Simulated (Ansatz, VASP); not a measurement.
# One calculation of Ni, two programs

```
CELL_PARAMETERS angstrom
0.00000 2.29047 2.29047
2.29047 0.00000 2.29047
2.29047 2.29047 0.00000
ATOMIC_POSITIONS crystal
Ni 0.00000 0.00000 0.00000
Ni 0.50000 0.50000 0.50000
```

Alike in both runs: functional r2SCAN; k mesh 12 × 12 × 12; occupations fermi-dirac, width 0.05 eV; collinear spin.

Ansatz relaxed the structure, and its values are those at the end. VASP's run is a single point on that final structure, the one shown.

|  | VASP | Ansatz |
| --- | --- | --- |
| version | VASP 6.6.1 | Ansatz 0.2.0 |
| potentials or method | VASP PAW PBE potentials, release 64 (Ni), cutoff 520 eV | plane waves (500 eV) with PAW, scalar-relativistic |
| valence electrons in the cell | 20 | 36 |

```tsv
	VASP	Ansatz	Ansatz less VASP
pressure (GPa)	0.4	0.0	-0.38
net moment per atom (μB)	0.00	0.00	0.000
```

VASP's potentials were made for PBE, not for r2SCAN. VASP's potentials hold 20 valence electrons a cell and Ansatz's 36, so a difference there can come from the potentials and not from the codes. Ansatz's warnings: seeded moment not kept.
